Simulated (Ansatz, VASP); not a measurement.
# Two plane-wave programs on BSe

INCAR

```
SYSTEM = BSe
ALGO     = Normal         ! electronic algorithm
EDIFF    = 1E-6           ! SCF threshold, eV
ENCUT    = 500            ! plane-wave cutoff, eV
GGA      = PE             ! functional
GGA_COMPAT= .FALSE.      
ISIF     = 2              ! what is computed and relaxed
ISMEAR   = 0              ! smearing method
LASPH    = .TRUE.         ! aspherical terms in the spheres
LCHARG   = .TRUE.         ! write CHGCAR
LELF     = .TRUE.         ! ELF
LREAL    = .FALSE.        ! projectors in reciprocal space
LVHAR    = .TRUE.       
LWAVE    = .FALSE.        ! write WAVECAR
NBANDS   = 12             ! bands
NELM     = 120            ! most SCF steps
PREC     = Accurate       ! precision mode
SIGMA    = 0.1            ! smearing width, eV
```

Contents of KPOINTS:

```
k-points
0
G
  6 6 6
  0 0 0
```

Contents of POSCAR:

```
BSe
1.0
    0.0000000000      2.5485432202      2.5485432202
    2.5485432202      0.0000000000      2.5485432202
    2.5485432202      2.5485432202      0.0000000000
B Se
1 1
Direct
    0.0000000000      0.0000000000      0.0000000000
    0.5000000000      0.5000000000      0.5000000000
```

Input for Ansatz:

```yaml
crystal:
  lattice:
    - [0.0, 2.5485432202, 2.5485432202]
    - [2.5485432202, 0.0, 2.5485432202]
    - [2.5485432202, 2.5485432202, 0.0]
  atoms:
    - { symbol: B, position: [0.0, 0.0, 0.0] }
    - { symbol: Se, position: [0.5, 0.5, 0.5] }
basis:
  ecutwfc: 420
kpoints:
  mp_grid: { grid: [6, 6, 6] }
hamiltonian:
  xc: pbe
scf:
  occupations: { method: gaussian, width: 0.1 }
  lower_state_search: "off"
output:
  forces: true
  stress: true
  eigenvalues: true
```

Alike in both runs: task single point; functional PBE; k mesh 6 × 6 × 6; occupations gaussian, width 0.1 eV; no spin polarisation.

|  | VASP | Ansatz |
| --- | --- | --- |
| version | VASP 6.6.1 | Ansatz 0.2.0 |
| potentials or method | VASP PAW PBE potentials, release 64 (B, Se), cutoff 500 eV | scalar-relativistic, plane waves, PAW |
| valence electrons in the cell | 9 | 19 |

|  | VASP | Ansatz | Ansatz less VASP |
| --- | --- | --- | --- |
| gap on the k mesh at the Fermi level (eV) | none | none | - |
| pressure (GPa) | -16.3 | -16.3 | -0.01 |

A gap of «none» marks a metal or a gap that the smearing closes. VASP's potentials hold 9 valence electrons a cell and Ansatz's 19, so a difference there can come from the potentials and not from the codes.
